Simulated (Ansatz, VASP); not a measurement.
# One calculation of W3N4, two programs

```
W N
1.0
     4.12200    0.00000    0.00000
     0.00000    4.12200    0.00000
     0.00000    0.00000    4.12200
W N
3 4
Direct
  0.50000 0.50000 0.00000
  0.00000 0.50000 0.50000
  0.50000 0.00000 0.50000
  0.50000 0.50000 0.50000
  0.50000 0.00000 0.00000
  0.00000 0.50000 0.00000
  0.00000 0.00000 0.50000
```

Alike in both runs: task electric field gradients; functional LDA; k mesh 11 × 11 × 11; occupations fermi-dirac, width 0.05 eV; collinear spin.

|  | VASP | Ansatz |
| --- | --- | --- |
| version | VASP 6.6.1 | Ansatz 0.2.0 |
| potentials or method | VASP PAW LDA potentials, release 64 (W_sv, N) | plane-wave PAW, scalar-relativistic |
| plane-wave cutoff (eV) | 520 | 420 |
| valence electrons in the cell | 62 | 62 |

|  | VASP | Ansatz | Ansatz less VASP |
| --- | --- | --- | --- |
| pressure (GPa) | 13.4 | 10.1 | -3.26 |
| net moment per atom (μB) | 0.00 | 0.00 | 0.000 |
| size of Vzz on the site where it differs most (V/Å²) | 98.0 | 139.8 | +41.73 |

LDA's correlation is that of Perdew and Zunger in VASP and of Perdew and Wang (1992) in Ansatz. Ansatz's warnings: seeded moment not kept.

Spin-orbit coupling is off throughout.
